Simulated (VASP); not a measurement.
A run of VASP 6.6.1 is set up as follows.

Contents of INCAR:

```
PREC = Accurate
ENCUT = 520
EDIFF = 1E-7
ISMEAR = 0
SIGMA = 0.1
LREAL = F
LASPH = T
NELM = 60
ALGO = Normal
ISIF = 2
LWAVE = F
LCHARG = F
GGA = PS
NBANDS = 70
```

File KPOINTS:

```
Automatic mesh
0
Gamma
  6 6 6
```

File POSCAR:

```
Ti8C5
1.0
    3.1242996194      1.8038152263      5.1039381196
   -3.1242996194      1.8038152263      5.1039381196
    0.0000000000     -3.6076304526      5.1039381195
Ti C
8 5
Direct
    0.2500206367      0.7692769000      0.2500206367
    0.2500206367      0.2500206367      0.7692769000
    0.7692769000      0.2500206367      0.2500206367
    0.2307231000      0.7499793633      0.7499793633
    0.7499793633      0.2307231000      0.7499793633
    0.7499793633      0.7499793633      0.2307231000
    0.2412542957      0.2412542957      0.2412542957
    0.7587457043      0.7587457043      0.7587457043
    0.0000000000      0.0000000000      0.5000000000
    0.5000000000      0.0000000000      0.0000000000
    0.0000000000      0.5000000000      0.0000000000
    0.5000000000      0.5000000000      0.5000000000
    0.0000000000      0.0000000000      0.0000000000
```

Potentials or basis: VASP PAW PBE potentials, release 64 (Ti_sv, C).

The run is started by

```sh
$ cat potpaw_PBE.64/Ti_sv/POTCAR potpaw_PBE.64/C/POTCAR > POTCAR
$ mpirun -np 1 vasp_std > vasp.out
```

(1) Estimate the largest force.

(2) What does it give for the band gap on the k mesh?

Answers

(1) 0.020 eV/Å.

(2) zero (bands 58 and 59 overlap by 0.03 eV).

Caveat: the cell stands under tension; the PAW data sets were made with another functional, which shifts forces and pressure a little.
